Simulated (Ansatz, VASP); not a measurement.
# One calculation of Sn, two programs

File INCAR:

```
  PREC = Accurate
  ENCUT = 600
  EDIFF = 1E-6
  ISMEAR = 1
  SIGMA = 0.2
  LREAL = F
  LASPH = T
  NELM = 80
  ALGO = Normal
  ISIF = 3
  LWAVE = F
  LCHARG = F
  GGA = PE
  IBRION = 2
  NSW = 80
  EDIFFG = -0.005
```

KPOINTS

```
Automatic mesh
0
Gamma
  10 10 10
```

POSCAR

```
Sn
1.0
   -2.0291894110      2.0291894110      1.6607599896
    2.0291894110     -2.0291894110      1.6607599896
    2.0291894110      2.0291894110     -1.6607599896
Sn
1
Direct
    0.0000000000      0.0000000000      0.0000000000
```

The input input.yaml:

```yaml
crystal:
  lattice:
    - [-2.029189411, 2.029189411, 1.6607599896]
    - [2.029189411, -2.029189411, 1.6607599896]
    - [2.029189411, 2.029189411, -1.6607599896]
  atoms:
    - { symbol: Sn, position: [0.0, 0.0, 0.0] }
kpoints:
  mp_grid: { grid: [10, 10, 10] }
scf:
  occupations: { method: methfessel_paxton, width: 0.2 }
hamiltonian:
  xc: pbe
  pseudopotentials: { kind: all_electron, lapw: { basis_error: 0.001 } }
output:
  forces: true
  stress: true
relax:
  f_tol: 0.005
  max_steps: 60
  cell: {}
```

Alike in both runs: task relaxation of cell and atoms; functional PBE; k mesh 10 × 10 × 10; occupations methfessel-paxton of order 1, width 0.2 eV; no spin polarisation.

|  | VASP | Ansatz |
| --- | --- | --- |
| version | VASP 6.6.1 | Ansatz 0.2.0 |
| potentials or method | VASP PAW PBE potentials, release 64 (Sn_d), cutoff 600 eV | all-electron LAPW, scalar-relativistic |

|  | VASP | Ansatz | Ansatz less VASP |
| --- | --- | --- | --- |
| relaxed volume (Å³/atom) | 27.78 | 27.79 | +0.014 |
| relaxed cell length with the largest relative difference (Å) | 3.329 | 3.330 | +0.0005 |

Ansatz ran all-electron here, and VASP with PAW potentials.
